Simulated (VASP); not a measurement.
Here is a VASP 6.6.1 calculation.

File INCAR:

```
  PREC = Accurate
  ENCUT = 520
  EDIFF = 1E-6
  ISMEAR = 0
  SIGMA = 0.15
  LREAL = False
  LASPH = True
  NELM = 60
  ALGO = Fast
  ISIF = 2
  LWAVE = False
  LCHARG = True
  LELF = True
  LVHAR = True
  NBANDS = 10
```

KPOINTS

```
Automatic mesh
0
Gamma
  8 8 8
```

POSCAR

```
Na
1.0
    7.0233428623      0.0000000000      0.0438958929
    0.0000000000      7.0233428623      0.0000000000
    0.0438958929      0.0000000000      7.0233428623
Na
1
Direct
    0.0000000000      0.0000000000      0.0000000000
```

Potentials or basis: VASP PAW LDA potentials, release 64 (Na_pv).

Command:

```bash
$ cat potpaw_LDA.64/Na_pv/POTCAR > POTCAR
$ mpirun -np 1 vasp_std > vasp.out
```

Problem. What does it give for the band gap on the k mesh?

Solution. Zero (an odd number of electrons rules out a gap without spin polarisation).

Problem. What does it give for the pressure?

Solution. -0.1 GPa.

Caveat: the cell differs from its parent crystal (strain +0.0125 x Voigt [0, 0, 0, 0, 1, 0]); the nearest neighbours stand farther apart than a usual bond.
